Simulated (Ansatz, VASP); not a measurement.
One calculation of MoAs3, two programs

```xyz
8
Lattice="6.0799 0.0000 0.0000 -3.0400 5.2654 0.0000 0.0000 0.0000 4.6118" Properties=species:S:1:pos:R:3 pbc="T T T"
Mo    0.0000    3.5103    1.1529
Mo    3.0400    1.7551    3.4588
As    3.0400    3.2691    1.1529
As   -1.3111    4.2672    3.4588
As    1.7288    0.9981    1.1529
As    0.0000    1.9963    3.4588
As    4.3511    0.9981    1.1529
As    1.3111    4.2672    3.4588
```

Alike in both runs: task relaxation of cell and atoms; functional PBE; k mesh 6 × 6 × 8; occupations gaussian, width 0.1 eV; no spin polarisation.

```csv
,VASP,Ansatz
version,VASP 6.6.1,Ansatz 0.2.0
potentials or method,"VASP PAW PBE potentials, release 64 (Mo_sv, As), cutoff 600 eV","scalar-relativistic, plane waves, PAW"
valence electrons in the cell,58,118
```

```csv
,VASP,Ansatz,Ansatz less VASP
"gap on the k mesh at the Fermi level, each at its own relaxed structure (eV)",none,none,-
relaxed volume (Å³/atom),18.21,18.18,-0.030
relaxed length of the cell vector where the two differ most in proportion (Å),4.687,4.682,-0.0045
```

A gap of «none» marks a metal or a gap that the smearing closes. VASP's potentials hold 58 valence electrons a cell and Ansatz's 118, so a difference there can come from the potentials and not from the codes.
